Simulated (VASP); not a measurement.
# FeSiS (P4/nmm) in VASP: single point with PBE

Aim: the single point of FeSiS with PBE.

Everything below comes from runs of VASP 6.6.1. Logs are shortened: lines on timing, memory, paths and dates and some standing lists are left out, and cuts for length are marked.

## Step 1: The cell of the first run

It takes space group P4/nmm (No. 129, tetragonal). Conventional cell: a = 3.486 Å, b = 3.486 Å, c = 6.429 Å, α = 90.00°, β = 90.00°, γ = 90.00°. Si (site symmetry -4m2) has 4 Fe at 2.34 Å and 4 Si at 2.46 Å and 4 S at 2.95 Å within 3.1 Å. S (site symmetry 4mm) has 5 Fe at 2.49 to 2.60 Å and 4 Si at 2.95 Å and 4 S at 2.97 Å within 3.3 Å. Fe (site symmetry 4mm) has 4 Si at 2.34 Å and 5 S at 2.49 to 2.60 Å within 3.1 Å.

## Step 2: Single point, PBE, non-collinear spin, typed start

Input file INCAR:

```
SYSTEM = FeSiS
PREC = Accurate ; ENCUT = 520
EDIFF = 1E-6 ; ISMEAR = -1
SIGMA = 0.1 ; LREAL = .False.
LASPH = .True. ; NELM = 150
ALGO = Normal ; ISIF = 2
LWAVE = .False. ; LCHARG = .True.
LNONCOLLINEAR = .True. ; MAGMOM = 0 0 0 0 0 0 0 0 0 0 0 0 4 0 0 -2 3.464 0
LORBIT = 11 ; LMAXMIX = 4
GGA = PE ; LVHAR = .True.
NBANDS = 52
```

Input file KPOINTS:

```
regular mesh
0
Gamma
  5 5 3
  0 0 0
```

Input file POSCAR:

```
FeSiS
1.0
    3.4857210379      0.0000000000      0.0000000000
    0.0000000000      3.4857210379      0.0000000000
    0.0000000000      0.0000000000      6.4289151654
Si S Fe
2 2 2
Direct
    0.0000000000      0.0000000000      0.0000000000
    0.5000000000      0.5000000000      0.0000000000
    0.0000000000      0.5000000000      0.6294109840
    0.5000000000      0.0000000000      0.3705890160
    0.0000000000      0.5000000000      0.2421960873
    0.5000000000      0.0000000000      0.7578039127
```

Potentials or basis: VASP PAW PBE potentials, release 64 (Si, S, Fe).

Command:

```console
$ cat potpaw_PBE.64/Si/POTCAR potpaw_PBE.64/S/POTCAR potpaw_PBE.64/Fe/POTCAR > POTCAR
$ mpirun -np 1 vasp_ncl > vasp.out
```

OUTCAR:

```text
SYSTEM = FeSiS
   PREC = Accurate
   ENCUT = 520
   EDIFF = 1E-6
   ISMEAR = -1
   LREAL = .False.
   LASPH = .True.
   NELM = 150
   ISIF = 2
   LNONCOLLINEAR = .True.
   LORBIT = 11
   GGA = PE

 ion  position               nearest neighbor table
   1  0.000  0.000  0.000-   5 2.34   6 2.34   5 2.34   6 2.34   2 2.46   2 2.46   2 2.46   2 2.46
                             3 2.95   4 2.95   3 2.95   4 2.95
   2  0.500  0.500  0.000-   5 2.34   6 2.34   6 2.34   5 2.34   1 2.46   1 2.46   1 2.46   1 2.46
                             3 2.95   3 2.95   4 2.95   4 2.95
   3  0.000  0.500  0.629-   5 2.49   6 2.60   6 2.60   6 2.60   6 2.60   1 2.95   2 2.95   2 2.95
                             1 2.95
   4  0.500  0.000  0.371-   6 2.49   5 2.60   5 2.60   5 2.60   5 2.60   1 2.95   1 2.95   2 2.95
                             2 2.95
   5  0.000  0.500  0.242-   1 2.34   2 2.34   1 2.34   2 2.34   3 2.49   4 2.60   4 2.60   4 2.60
                             4 2.60
   6  0.500  0.000  0.758-   1 2.34   2 2.34   2 2.34   1 2.34   4 2.49   3 2.60   3 2.60   3 2.60
                             3 2.60

  LATTYP: Found a simple tetragonal cell.
 ALAT       =     3.4857210379
 C/A-ratio  =     1.8443573354

  Lattice vectors:

 A1 = (   3.4857210379,   0.0000000000,   0.0000000000)
 A2 = (   0.0000000000,   3.4857210379,   0.0000000000)
 A3 = (   0.0000000000,   0.0000000000,   6.4289151654)

Analysis of symmetry for initial positions (statically):
=====================================================================
 Subroutine PRICEL returns:
 Original cell was already a primitive cell.

 Routine SETGRP: Setting up the symmetry group for a
 simple tetragonal supercell.

 Subroutine GETGRP returns: Found 16 space group operations
 (whereof  8 operations were pure point group operations)
 out of a pool of 16 trial point group operations.

The static configuration has the point symmetry D_2d.
 The point group associated with its full space group is D_4h.

Analysis of symmetry for dynamics (positions and initial velocities):
=====================================================================
 Subroutine PRICEL returns:
 Original cell was already a primitive cell.

 Routine SETGRP: Setting up the symmetry group for a
 simple tetragonal supercell.

 Subroutine GETGRP returns: Found 16 space group operations
 (whereof  8 operations were pure point group operations)
 out of a pool of 16 trial point group operations.
[... 172 lines left out ...]

 E-fermi :   8.9697     XC(G=0): -11.9057

 val. band max:        8.9241902088   @ k =   0.0000   0.0000   0.0000
 cond. band min:       9.0005003705   @ k =   0.0000   0.4000   0.0000
 fundamental gap:      0.0763101616
 Fermi energy:         8.9696837165

 k-point     1 :       0.0000    0.0000    0.0000
  band No.  band energies     occupation
      1      -6.7525      1.00000
      2      -6.7521      1.00000
      3      -4.1823      1.00000
      4      -4.1820      1.00000
      5      -3.3822      1.00000
      6      -3.3811      1.00000
[... 1213 lines left out ...]
     47      12.9323      0.00000
     48      12.9324      0.00000

 [... further k-points ...]

 [bands above 48 left out]

------------------------ aborting loop because EDIFF is reached ----------------------------------------

  FORCE on cell =-STRESS in cart. coord.  units (eV):
  Direction    XX          YY          ZZ          XY          YZ          ZX
  --------------------------------------------------------------------------------------
  -------------------------------------------------------------------------------------
  Total        1.4300042      1.4302585      1.1183753      0.0000638      0.0003429      0.0002045
  in kB       29.3308710     29.3360865     22.9390371      0.0013084      0.0070323      0.0041953
  external PRESSURE =      27.2019982 kB  Pullay stress =       0.0000000 kB

 VOLUME and BASIS-vectors are now :
 -----------------------------------------------------------------------------
  energy-cutoff  :      520.00
  volume of cell :       78.11
      direct lattice vectors                 reciprocal lattice vectors
     3.485721038  0.000000000  0.000000000     0.286884690  0.000000000  0.000000000
     0.000000000  3.485721038  0.000000000     0.000000000  0.286884690  0.000000000
     0.000000000  0.000000000  6.428915165     0.000000000  0.000000000  0.155547238

 POSITION                                       TOTAL-FORCE (eV/Angst)
 -----------------------------------------------------------------------------------
      0.00000      0.00000      0.00000        -0.000028      0.000047      0.000040
      1.74286      1.74286      0.00000        -0.000001     -0.000020     -0.000149
      0.00000      1.74286      4.04643        -0.000041     -0.000101      0.002198
      1.74286      0.00000      2.38249         0.000065      0.000041     -0.001993
      0.00000      1.74286      1.55706         0.000038      0.000065      0.037503
      1.74286      0.00000      4.87186        -0.000033     -0.000033     -0.037598
 -----------------------------------------------------------------------------------
    total drift:                                0.000105     -0.000066     -0.000092

  FREE ENERGIE OF THE ION-ELECTRON SYSTEM (eV)
  ---------------------------------------------------
  free  energy   TOTEN  =       -35.9019108029 eV

  energy  without entropy=      -35.8232179716  energy(sigma->0) =      -35.86256439

 total charge

# of ion       s       p       d       tot
------------------------------------------
    1        0.744   0.906   0.000   1.650
    2        0.744   0.906   0.000   1.650
    3        1.392   2.214   0.000   3.606
    4        1.392   2.214   0.000   3.606
    5        0.402   0.499   6.481   7.383
    6        0.402   0.499   6.481   7.383
--------------------------------------------------
tot          5.078   7.238  12.963  25.279

 magnetization (x)

# of ion       s       p       d       tot
------------------------------------------
    1       -0.000  -0.000   0.000  -0.000
    2       -0.000  -0.000   0.000  -0.000
    3       -0.003  -0.053   0.000  -0.056
    4        0.003   0.053   0.000   0.056
    5        0.015   0.011   1.036   1.062
    6       -0.015  -0.011  -1.036  -1.061
--------------------------------------------------
tot         -0.000  -0.000   0.000   0.000

 magnetization (y)

# of ion       s       p       d       tot
------------------------------------------
    1        0.000   0.000   0.000   0.000
    2        0.000   0.000   0.000   0.000
    3        0.002   0.031   0.000   0.032
    4       -0.002  -0.031   0.000  -0.032
    5       -0.008  -0.006  -0.598  -0.613
    6        0.009   0.006   0.598   0.613
--------------------------------------------------
tot          0.000   0.000  -0.000   0.000

 magnetization (z)

# of ion       s       p       d       tot
------------------------------------------
    1       -0.000  -0.000   0.000  -0.000
    2       -0.000  -0.000   0.000  -0.000
    3        0.000   0.000   0.000   0.000
    4        0.000   0.000   0.000   0.000
    5       -0.000  -0.000  -0.000  -0.000
    6       -0.000  -0.000   0.000   0.000
--------------------------------------------------
tot         -0.000  -0.000   0.000   0.000
```

OSZICAR:

```text
N       E                     dE             d eps       ncg     rms          rms(c)
DAV:   1     0.302512818077E+03    0.30251E+03   -0.14626E+04  7800   0.142E+03
DAV:   2     0.847753442747E+00   -0.30167E+03   -0.28758E+03  7820   0.360E+02
[... 49 lines left out ...]
DAV:  52    -0.359019119508E+02    0.25144E-06   -0.50806E-05  7896   0.551E-02    0.472E-03
DAV:  53    -0.359019109013E+02    0.10495E-05   -0.39585E-05  7896   0.470E-02    0.378E-03
DAV:  54    -0.359019110655E+02   -0.16425E-06   -0.41616E-05  7896   0.482E-02    0.429E-03
DAV:  55    -0.359019101644E+02    0.90110E-06   -0.18762E-05  7896   0.329E-02    0.408E-03
DAV:  56    -0.359019111644E+02   -0.10000E-05   -0.17915E-05  7896   0.346E-02    0.485E-03
DAV:  57    -0.359019108029E+02    0.36159E-06   -0.75697E-06  7928   0.219E-02
   1 F= -.35901911E+02 E0= -.35862564E+02  d E =-.786928E-01  mag=    -0.0000     0.0001     0.0001
```

stdout:

```text
POSCAR found type information on POSCAR SiS Fe
 POSCAR found :  3 types and       6 ions
 scaLAPACK will be used
 LDA part: xc-table for (Slater+PW92), standard interpolation
 POSCAR, INCAR and KPOINTS ok, starting setup
 FFT: planning ... GRIDC
 FFT: planning ... GRID_SOFT
 FFT: planning ... GRID
 WAVECAR not read
 entering main loop
```

It took 23 min on 1 thread of Intel Xeon Platinum 8559C (Emerald Rapids), shared host; peak memory 0.63 GiB.

What came out:

```yaml
Free_energy: -35.9019 eV
Pressure: 2.7 GPa
Largest_force: 0.038 eV/Å
Band_gap_on_the_k_mesh: zero (bands 36 and 37 overlap by 0.32 eV)
Net_moment: 0.00 μB per cell
Valence_electrons_inside_the_program's_atomic_spheres: Si 1.65; S 3.61; Fe 7.38
```

Forces on the atoms (eV/Å):
```
Si   0.000  0.000  0.000
Si   0.000  0.000  0.000
S    0.000  0.000  0.002
S    0.000  0.000 -0.002
Fe   0.000  0.000  0.038
Fe   0.000  0.000 -0.038
```

Levels at points of the mesh, in eV from the Fermi level:
```
           k point  band 32  band 33  band 34  band 35  band 36  band 37  band 38  band 39  band 40  band 41
(0.00, 0.00, 0.00)    -1.23    -1.23    -1.23    -0.28    -0.28    -0.05    -0.05     0.30     0.30     1.90
```

Moments on the atoms (μB; x, y, z):
```
Si   0.00  0.00  0.00
Si   0.00  0.00  0.00
S   -0.06  0.03  0.00
S    0.06 -0.03  0.00
Fe   1.06 -0.61  0.00
Fe  -1.06  0.61  0.00
```

Caveat: the k points lie up to 0.36 Å⁻¹ apart. With open d or f shells a metallic result of PBE can be an artefact of self-interaction; +U or a hybrid may open a gap.
